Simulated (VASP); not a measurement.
A run of VASP 6.6.1 is set up as follows.

The input INCAR:

```
  ALGO = Normal
  EDIFF = 1E-6
  ENCUT = 520
  GGA = PE
  ISIF = 2
  ISMEAR = -1
  LASPH = True
  LCHARG = True
  LELF = True
  LREAL = False
  LVHAR = True
  LWAVE = False
  NBANDS = 12
  NELM = 100
  PREC = Accurate
  SIGMA = 0.06122561905347299
```

Contents of KPOINTS:

```
k-points
0
Gamma
  18 18 18
```

POSCAR

```
La
1.0
   -2.0712438905      2.0712438905      2.0712438905
    2.0712438905     -2.0712438905      2.0712438905
    2.0712438905      2.0712438905     -2.0712438905
La
1
Direct
    0.0000000000      0.0000000000      0.0000000000
```

Potentials or basis: VASP PAW PBE potentials, release 64 (La).

Run with:

```sh
$ cat potpaw_PBE.64/La/POTCAR > POTCAR
$ mpirun -np 1 vasp_std > vasp.out
```

Predict the pressure.

1.8 GPa.

What does it give for the band gap on the k mesh?

Zero (an odd number of electrons rules out a gap without spin polarisation).

Caveat: spin-orbit coupling is left out, which moves the levels of the heavy elements.
